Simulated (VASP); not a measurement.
Here is a VASP 6.6.1 calculation.

Contents of INCAR:

```
PREC     = Accurate       # precision mode
ENCUT    = 520            # plane-wave cutoff, eV
EDIFF    = 1E-6           # SCF threshold, eV
ISMEAR   = 0              # smearing method
SIGMA    = 0.15           # smearing width, eV
LREAL    = False          # projectors in reciprocal space
LASPH    = True           # aspherical terms in the spheres
NELM     = 80             # most SCF steps
ALGO     = Fast           # electronic algorithm
ISIF     = 2              # what is computed and relaxed
LWAVE    = False          # write WAVECAR
LCHARG   = False          # write CHGCAR
GGA      = PS             # functional
NBANDS   = 58             # bands
```

File KPOINTS:

```
regular mesh
0
Gamma
  6 10 6
```

The input POSCAR:

```
GePt
1.0
    5.3764136751     -0.0207950053      0.0101264366
    0.0150474685      3.8317295248      0.0046639860
   -0.0120027642      0.0090056708      6.5020018342
Ge Pt
4 4
Direct
    0.7840862179      0.7505483283      0.5858737125
    0.2159133047      0.2494632902      0.4141223762
    0.7159141710      0.2505885175      0.0858740420
    0.2840933414      0.7494016510      0.9141278214
    0.9957062886      0.7506398819      0.2243418671
    0.0042928670      0.2493854496      0.7756552092
    0.5042782024      0.2505398008      0.7243420830
    0.4957156071      0.7494330807      0.2756628887
```

Potentials or basis: VASP PAW PBE potentials, release 64 (Ge_d, Pt).

The run is started by

```sh
$ cat potpaw_PBE.64/Ge_d/POTCAR potpaw_PBE.64/Pt/POTCAR > POTCAR
$ mpirun -np 1 vasp_std > vasp.out
```

(1) Estimate the band gap on the k mesh.

(2) What does it give for the largest force?

Results:

(1) zero (bands 48 and 49 overlap by 1.75 eV).

(2) 0.003 eV/Å.

Caveat: the PAW data sets were made with another functional, which shifts forces and pressure a little; spin-orbit coupling is left out, which moves the levels of the heavy elements.
